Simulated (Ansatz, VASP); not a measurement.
# C in VASP and in Ansatz

```
CELL_PARAMETERS angstrom
2.47713 0.00000 0.00000
-1.23856 2.14526 0.00000
0.00000 0.00000 9.65451
ATOMIC_POSITIONS crystal
C 0.00000 0.00000 0.25000
C 0.00000 0.00000 0.75000
C 0.33333 0.66667 0.25000
C 0.66667 0.33333 0.75000
```

Alike in both runs: functional RPBE; k mesh 8 × 8 × 3; occupations fermi-dirac, width 0.05 eV; no spin polarisation.

Ansatz relaxed the structure, and its values are those at the end. VASP's run is a single point on that final structure, the one shown.

```csv
,VASP,Ansatz
version,VASP 6.6.1,Ansatz 0.2.0
potentials or method,"VASP PAW PBE potentials, release 64 (C), cutoff 520 eV","plane waves (420 eV) with PAW, scalar-relativistic"
valence electrons in the cell,16,16
```

|  | VASP | Ansatz | Ansatz less VASP |
| --- | --- | --- | --- |
| pressure (GPa) | 0.3 | 0.0 | -0.26 |

VASP's potentials were made for PBE, not for RPBE.
